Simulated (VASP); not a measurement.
Here is a VASP 6.6.1 calculation.

Contents of INCAR:

```
SYSTEM = Au
  PREC = Accurate
  ENCUT = 520
  EDIFF = 1E-6
  ISMEAR = -1
  SIGMA = 0.1
  LREAL = .False.
  LASPH = .True.
  NELM = 60
  ALGO = Normal
  ISIF = 2
  LWAVE = .False.
  LCHARG = .True.
  GGA = PE
  LELF = .True.
  LVHAR = .True.
  NBANDS = 12
```

Contents of KPOINTS:

```
regular mesh
0
Gamma
  17 17 17
  0 0 0
```

The input POSCAR:

```
Au
1.0
    0.0000000000      2.0217552472      2.0217552472
    2.0217552472      0.0000000000      2.0217552472
    2.0217552472      2.0217552472      0.0000000000
Au
1
Direct
    0.0000000000      0.0000000000      0.0000000000
```

Potentials or basis: VASP PAW PBE potentials, release 64 (Au).

Launch:

```bash
$ cat potpaw_PBE.64/Au/POTCAR > POTCAR
$ mpirun -np 1 vasp_std > vasp.out
```

Task: Estimate the pressure.

Result: 14.5 GPa.
